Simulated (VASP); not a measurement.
**AlN: single point with r2SCAN**

AlN:

```
Al N
1.0
     3.26977    0.00000    0.00000
    -1.63488    2.54920    0.00000
     0.00000    0.00000    4.97840
Al N
2 2
Direct
  0.33333 0.66667 0.00169
  0.66667 0.33333 0.50169
  0.33333 0.66667 0.38331
  0.66667 0.33333 0.88331
```

This cell differs from its parent crystal: strain +0.0525 x Voigt [1, -1, 0, 0, 0, 0].

```yaml
Program: VASP 6.6.1
Task: single point
Functional: r2SCAN
Potentials_or_basis: VASP PAW PBE potentials, release 64 (Al, N)
Cutoff: 520 eV
k_mesh: 12 × 12 × 6
Occupations: gaussian, width 0.05 eV
Spin: no spin polarisation
```

* Pressure: 1.6 GPa
* Largest force: 1.378 eV/Å
* Band gap on the k mesh: 4.83 eV

Forces in eV/Å, atoms in the order of the input:
```
Al   0.000 -1.185  0.159
Al   0.000  1.185  0.159
N    0.000 -1.368 -0.159
N    0.000  1.368 -0.159
```

Stress tensor (GPa, compression positive):
```
-17.15   0.00   0.00
  0.00  22.17   0.00
  0.00   0.00  -0.13
```

Levels at points of the mesh, in eV from the valence-band top:
| k point | band 5 | band 6 | band 7 | band 8 | band 9 | band 10 | band 11 | band 12 |
| --- | --- | --- | --- | --- | --- | --- | --- | --- |
| (0.00, 0.00, 0.00) | -0.66 | -0.43 | -0.01 | 0.00 | 4.83 | 7.29 | 11.19 | 11.41 |
| (0.50, 0.00, 0.00) | -3.59 | -1.91 | -1.61 | -0.43 | 6.43 | 7.14 | 9.35 | 11.05 |
| (0.00, 0.50, 0.00) | -2.98 | -2.83 | -1.81 | -1.20 | 5.56 | 6.32 | 8.48 | 10.38 |
| (0.00, 0.00, 0.50) | -0.78 | -0.78 | -0.33 | -0.33 | 7.07 | 7.07 | 11.13 | 11.13 |
| (0.50, 0.00, 0.50) | -1.49 | -1.49 | -1.12 | -1.12 | 6.14 | 6.14 | 10.42 | 10.42 |
| (0.00, 0.50, 0.50) | -2.11 | -2.11 | -1.31 | -1.31 | 5.57 | 5.57 | 9.91 | 9.91 |

Wall time 6.7 min on 1 thread of Intel Xeon 8259CL, on a shared host, peak memory 0.23 GiB.

Caveat: the cell differs from its parent crystal (strain +0.0525 x Voigt [1, -1, 0, 0, 0, 0]); the stress differs along the axes, from -17 to 22 GPa; the PAW data sets were made with another functional, which shifts forces and pressure a little. A k mesh can miss the band edges.
